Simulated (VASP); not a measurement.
# Gd (Pm-3m) in VASP: a series of runs

Gd is run at these levels: LDA; tasks: single point.

Program: VASP 6.6.1. These are calculated values, not measurements. Logs are shortened: lines on timing, memory, paths and dates and some standing lists are left out, and cuts for length are marked.

**1. The cell of the first run**

The structure is cubic, space group Pm-3m (No. 221). The conventional cell has a = 2.757 Å, b = 2.757 Å, c = 2.757 Å, α = 90.00°, β = 90.00°, γ = 90.00°. Gd (site symmetry m-3m) has 6 Gd at 2.76 Å within 3.6 Å.

This isn't the form of Gd at room conditions, which is hcp.

**2. Single point, LDA, collinear spin, ferromagnetic start**

Input file INCAR:

```
SYSTEM = Gd
ALGO = Normal ; EDIFF = 1E-6
ENCUT = 520 ; GGA = CA
ISIF = 2 ; ISMEAR = 0
ISPIN = 2 ; LASPH = .True.
LCHARG = .True. ; LELF = .True.
LMAXMIX = 6 ; LORBIT = 11
LREAL = .False. ; LVHAR = .True.
LWAVE = .False. ; MAGMOM = 7
NBANDS = 19 ; NELM = 150
PREC = Accurate ; SIGMA = 0.05
```

Input file KPOINTS:

```
k-points
0
Gamma
  7 7 7
  0 0 0
```

Input file POSCAR:

```
Gd
1.0
    2.7571028782      0.0000000000      0.0000000000
    0.0000000000      2.7571028782      0.0000000000
    0.0000000000      0.0000000000      2.7571028782
Gd
1
Direct
    0.0000000000      0.0000000000      0.0000000000
```

Potentials or basis: VASP PAW PBE potentials, release 64 (Gd).

Launch:

```
$ cat potpaw_PBE.64/Gd/POTCAR > POTCAR
$ mpirun -np 1 vasp_std > vasp.out
```

OUTCAR:

```text
SYSTEM = Gd
   EDIFF = 1E-6
   ENCUT = 520
   GGA = CA
   ISIF = 2
   ISMEAR = 0
   ISPIN = 2
   LASPH = .True.
   LORBIT = 11
   LREAL = .False.
   NELM = 150
   PREC = Accurate

 ion  position               nearest neighbor table
   1  0.000  0.000  0.000-

  LATTYP: Found a simple cubic cell.
 ALAT       =     2.7571028782

  Lattice vectors:

 A1 = (   2.7571028782,   0.0000000000,   0.0000000000)
 A2 = (   0.0000000000,   2.7571028782,   0.0000000000)
 A3 = (   0.0000000000,   0.0000000000,   2.7571028782)

Analysis of symmetry for initial positions (statically):
=====================================================================
 Subroutine PRICEL returns:
 Original cell was already a primitive cell.

 Routine SETGRP: Setting up the symmetry group for a
 simple cubic supercell.

 Subroutine GETGRP returns: Found 48 space group operations
 (whereof 48 operations were pure point group operations)
 out of a pool of 48 trial point group operations.

The static configuration has the point symmetry O_h .

Analysis of symmetry for dynamics (positions and initial velocities):
=====================================================================
 Subroutine PRICEL returns:
 Original cell was already a primitive cell.

 Routine SETGRP: Setting up the symmetry group for a
 simple cubic supercell.

 Subroutine GETGRP returns: Found 48 space group operations
 (whereof 48 operations were pure point group operations)
 out of a pool of 48 trial point group operations.

The dynamic configuration has the point symmetry O_h .

Analysis of structural, dynamic, and magnetic symmetry:
=====================================================================
 Subroutine PRICEL returns:
 Original cell was already a primitive cell.

 Routine SETGRP: Setting up the symmetry group for a
 simple cubic supercell.

 Subroutine GETGRP returns: Found 48 space group operations
 (whereof 48 operations were pure point group operations)
 out of a pool of 48 trial point group operations.

The overall configuration has the point symmetry O_h .

 Subroutine INISYM returns: Found 48 space group operations
 (whereof 48 operations are pure point group operations),
 and found     1 'primitive' translations

----------------------------------------------------------------------------------------

                                     Primitive cell

  volume of cell :      20.9584

  direct lattice vectors                    reciprocal lattice vectors
     2.757102878  0.000000000  0.000000000     0.362699560  0.000000000  0.000000000
     0.000000000  2.757102878  0.000000000     0.000000000  0.362699560  0.000000000
     0.000000000  0.000000000  2.757102878     0.000000000  0.000000000  0.362699560

  length of vectors
     2.757102878  2.757102878  2.757102878     0.362699560  0.362699560  0.362699560

  position of ions in fractional coordinates (direct lattice)
     0.000000000  0.000000000  0.000000000

  ion indices of the primitive-cell ions
   primitive index   ion index
                 1           1

----------------------------------------------------------------------------------------

 KPOINTS: k-points

Automatic generation of k-mesh.
 Grid dimensions read from file:
 generate k-points for:    7    7    7

 Generating k-lattice:

  Cartesian coordinates                     Fractional coordinates (reciprocal lattice)
     0.051814223  0.000000000  0.000000000     0.142857143  0.000000000  0.000000000
     0.000000000  0.051814223  0.000000000     0.000000000  0.142857143  0.000000000
     0.000000000  0.000000000  0.051814223     0.000000000  0.000000000  0.142857143

  Length of vectors
     0.051814223  0.051814223  0.051814223

  Shift w.r.t. Gamma in fractional coordinates (k-lattice)
     0.000000000  0.000000000  0.000000000

 Subroutine IBZKPT returns following result:
 ===========================================

 Found     20 irreducible k-points:

 Following reciprocal coordinates:
            Coordinates               Weight
  0.000000  0.000000  0.000000      1.000000
  0.142857  0.000000  0.000000      6.000000
  0.285714  0.000000  0.000000      6.000000
  0.428571  0.000000  0.000000      6.000000
  0.142857  0.142857  0.000000     12.000000
  0.285714  0.142857  0.000000     24.000000
[... 12 lines left out ...]
  0.428571  0.428571  0.285714     24.000000
  0.428571  0.428571  0.428571      8.000000
   k-points           NKPTS =     20   k-points in BZ     NKDIM =     20   number of bands    NBANDS=     19
   number of dos      NEDOS =    301   number of ions     NIONS =      1
   total plane-waves  NPLWV =  13824
   dimension x,y,z NGX =    24 NGY =   24 NGZ =   24
   dimension x,y,z NGXF=    48 NGYF=   48 NGZF=   48
   ions per type =               1
   NGX,Y,Z   is equivalent  to a cutoff of  14.47, 14.47, 14.47 a.u.
   NGXF,Y,Z  is equivalent  to a cutoff of  28.94, 28.94, 28.94 a.u.
 SYSTEM =  Gd
   PREC   = accura    normal or accurate (medium, high low for compatibility)
   ISTART =      0    job   : 0-new  1-cont  2-samecut
   ICHARG =      2    charge: 1-file 2-atom 10-const
   ISPIN  =      2    spin polarized calculation?
   LNONCOLLINEAR =      F non collinear calculations
   LSORBIT =      F    spin-orbit coupling
   LASPH  =      T    aspherical Exc in radial PAW
   ENCUT  =  520.0 eV  38.22 Ry    6.18 a.u.   5.13  5.13  5.13*2*pi/ulx,y,z
   NELM   =    150;   NELMIN=  2; NELMDL= -5     # of ELM steps
   EDIFF  = 0.1E-05   stopping-criterion for ELM
   LREAL  =      F    real-space projection
   EDIFFG = 0.1E-04   stopping-criterion for IOM
   NSW    =      0    number of steps for IOM
   IBRION =     -1    ionic relax: 0-MD 1-quasi-New 2-CG
   NFREE  =      0    steps in history (QN), initial steepest desc. (CG)
   ISIF   =      2    stress and relaxation
   ISYM   =      2    0-nonsym 1-usesym 2-fastsym
   POTIM  = 0.5000    time-step for ionic-motion
   TEBEG  =    0.0;   TEEND  =   0.0 temperature during run
   PSTRESS=    0.0 pullay stress
   NELECT =      18.0000    total number of electrons
   NUPDOWN=      -1.0000    fix difference up-down
   EMIN   =  10.00;   EMAX   =-10.00  energy-range for DOS
   EFERMI =   0.00;   METHOD = LEGACY
   ISMEAR =     0;   SIGMA  =   0.05  broadening in eV -4-tet -1-fermi 0-gaus
   EFERMI_NEDOS =   21; number of points for ismear=-14 and -15
   IALGO  =     38    algorithm
   IMIX   =      4    mixing-type and parameters
     AMIX     =   0.40;   BMIX     =  1.00
     AMIX_MAG =   1.60;   BMIX_MAG =  1.00
  volume/ion in A,a.u.               =      20.96       141.43
  Fermi-wavevector in a.u.,A,eV,Ry     =   1.556131  2.940660 32.947083  2.421542
  Thomas-Fermi vector in A             =   2.659971
   LORBIT       =     11    0 simple, 1 ext, 2 COOP (PROOUT), +10 PAW based schemes
   GGA     = CA    functional components
   LHFCALC =     F    Hartree Fock is set to
   AEXX    =    0.0000 exact exchange contribution
   IVDW    =     0    specifies the selected vdW correction
   LEPSILON=     F    determine dielectric tensor
   LRPA    =     F    only Hartree local field effects (RPA)
 spin polarized calculation
 Gauss-broadening in eV      SIGMA  =   0.05
  energy-cutoff  :      520.00
  volume of cell :       20.96
 maximum number of plane-waves:       587
 NGX is ok and might be reduce to    24
   NGX = 11   NGY = 11   NGZ = 11

 number of electron      18.0000009 magnetization       7.2279487

 Free energy of the ion-electron system (eV)
  ---------------------------------------------------
  ext. energy  EPLUGINS =         0.00000000
  ---------------------------------------------------
  free energy    TOTEN  =       -10.66016359 eV

  energy without entropy =      -10.65956425  energy(sigma->0) =      -10.65986392

 E-fermi :   4.9047     XC(G=0): -12.4475

 val. band max:        4.8672163515   @ k =   0.1429   0.1429   0.1429
 cond. band min:       4.9918590702   @ k =   0.2857   0.1429   0.0000
 fundamental gap:      0.1246427187
 Fermi energy:         4.9047149821

 spin component 1

 k-point     1 :       0.0000    0.0000    0.0000
  band No.  band energies     occupation
      1     -39.8734      1.00000
      2     -15.7232      1.00000
      3     -15.7232      1.00000
      4     -15.7232      1.00000
      5       0.3828      1.00000
      6       1.1075      1.00000
[... 11 lines left out ...]
     18      20.8179      0.00000
     19      20.8179      0.00000

 k-point     2 :       0.1429    0.0000    0.0000
  band No.  band energies     occupation
      1     -39.7916      1.00000
      2     -16.4962      1.00000
      3     -15.6551      1.00000
      4     -15.6551      1.00000
      5       0.9836      1.00000
      6       1.0399      1.00000
[... 388 lines left out ...]
 k-point    20 :       0.4286    0.4286    0.4286
  band No.  band energies     occupation
      1     -38.6196      1.00000
      2     -17.9967      1.00000
      3     -17.9759      1.00000
      4     -17.9759      1.00000
      5       0.8723      1.00000
      6       1.1373      1.00000
[... 11 lines left out ...]
     18      19.8604      0.00000
     19      23.8989      0.00000
 Fermi energy:         4.9047149821

 spin component 2

 k-point     1 :       0.0000    0.0000    0.0000
  band No.  band energies     occupation
      1     -37.0900      1.00000
      2     -13.4412      1.00000
      3     -13.4412      1.00000
      4     -13.4412      1.00000
      5       1.2027      1.00000
      6       3.8861      1.00000
[... 11 lines left out ...]
     18      21.8322      0.00000
     19      21.8322      0.00000

 k-point     2 :       0.1429    0.0000    0.0000
  band No.  band energies     occupation
      1     -36.9976      1.00000
      2     -14.3200      1.00000
      3     -13.3637      1.00000
      4     -13.3637      1.00000
      5       1.9056      1.00000
      6       4.0647      1.00000
[... 388 lines left out ...]
 k-point    20 :       0.4286    0.4286    0.4286
  band No.  band energies     occupation
      1     -35.6688      1.00000
      2     -15.9199      1.00000
      3     -15.8950      1.00000
      4     -15.8950      1.00000
      5       3.3253      1.00000
      6       3.7673      1.00000
[... 11 lines left out ...]
     18      21.4337      0.00000
     19      25.5506      0.00000

------------------------ aborting loop because EDIFF is reached ----------------------------------------

  FORCE on cell =-STRESS in cart. coord.  units (eV):
  Direction    XX          YY          ZZ          XY          YZ          ZX
  --------------------------------------------------------------------------------------
  -------------------------------------------------------------------------------------
  Total        2.5037116      2.5037116      2.5037116      0.0000000      0.0000000      0.0000000
  in kB      191.3973737    191.3973737    191.3973737      0.0000000      0.0000000      0.0000000
  external PRESSURE =     191.3973737 kB  Pullay stress =       0.0000000 kB

 VOLUME and BASIS-vectors are now :
 -----------------------------------------------------------------------------
  energy-cutoff  :      520.00
  volume of cell :       20.96
      direct lattice vectors                 reciprocal lattice vectors
     2.757102878  0.000000000  0.000000000     0.362699560  0.000000000  0.000000000
     0.000000000  2.757102878  0.000000000     0.000000000  0.362699560  0.000000000
     0.000000000  0.000000000  2.757102878     0.000000000  0.000000000  0.362699560

 POSITION                                       TOTAL-FORCE (eV/Angst)
 -----------------------------------------------------------------------------------
      0.00000      0.00000      0.00000         0.000000      0.000000      0.000000
 -----------------------------------------------------------------------------------
    total drift:                                0.000000      0.000000      0.000000

  FREE ENERGIE OF THE ION-ELECTRON SYSTEM (eV)
  ---------------------------------------------------
  free  energy   TOTEN  =       -10.6601635859 eV

  energy  without entropy=      -10.6595642455  energy(sigma->0) =      -10.65986392

 total charge

# of ion       s       p       d       f       tot
--------------------------------------------------
    1        2.066   5.498   0.991   7.088  15.642

 magnetization (x)

# of ion       s       p       d       f       tot
--------------------------------------------------
    1        0.027  -0.034   0.256   6.622   6.871
```

It took 12 s on 1 thread of Intel Xeon 6975P-C (Granite Rapids), shared host; peak memory 0.15 GiB.

Results:

```yaml
Free_energy: -10.6602 eV
Pressure: 19.1 GPa
Net_moment: 7.23 μB per cell
Site_moments: Gd +6.87 μB
Valence_electrons_inside_the_program's_atomic_spheres: Gd 15.64
```

Levels at points of the mesh, in eV from the Fermi level:
Spin up:
```csv
k point,band 9,band 10,band 11,band 12,band 13,band 14,band 15,band 16,band 17,band 18
"(0.00, 0.00, 0.00)",-3.57,-3.57,-3.57,-3.49,-2.13,-2.13,9.54,9.54,9.54,15.91
```
Spin down:
```csv
k point,band 3,band 4,band 5,band 6,band 7,band 8
"(0.00, 0.00, 0.00)",-18.35,-18.35,-3.70,-1.02,-1.02,0.90
```

Caveat: the cell stands under pressure; the PAW data sets were made with another functional, which shifts forces and pressure a little; spin-orbit coupling is left out, which moves the levels of the heavy elements; semilocal functionals describe open f shells poorly, which spoils levels, moments and volumes. The state reached can hang on the start; a lower one may exist.

(Continued in part 2 of 2.)
